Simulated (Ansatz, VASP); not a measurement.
## Two plane-wave programs on Ga

```
CELL_PARAMETERS angstrom
3.94242 0.00000 0.00000
0.00000 3.94242 0.00000
0.00000 0.00000 3.94242
ATOMIC_POSITIONS crystal
Ga 0.00000 0.50000 0.50000
Ga 0.50000 0.00000 0.50000
Ga 0.50000 0.50000 0.00000
```

Alike in both runs: functional PBE; k mesh 4 × 4 × 4; occupations gaussian, width 0.1 eV; no spin polarisation.

Ansatz relaxed the structure, and its values are those at the end. VASP's run is a single point on that final structure, the one shown.

```csv
,VASP,Ansatz
version,VASP 6.6.1,Ansatz 0.2.0
potentials or method,"VASP PAW PBE potentials, release 64 (Ga_d), cutoff 520 eV","scalar-relativistic, plane waves, PAW"
valence electrons in the cell,39,39
```

```csv
,VASP,Ansatz,Ansatz less VASP
gap on the k mesh at the Fermi level (eV),none,none,-
pressure (GPa),0.1,0.0,-0.04
```

A gap of «none» marks a metal or a gap that the smearing closes.

The k mesh is coarse, so the values compare programs but aren't converged.
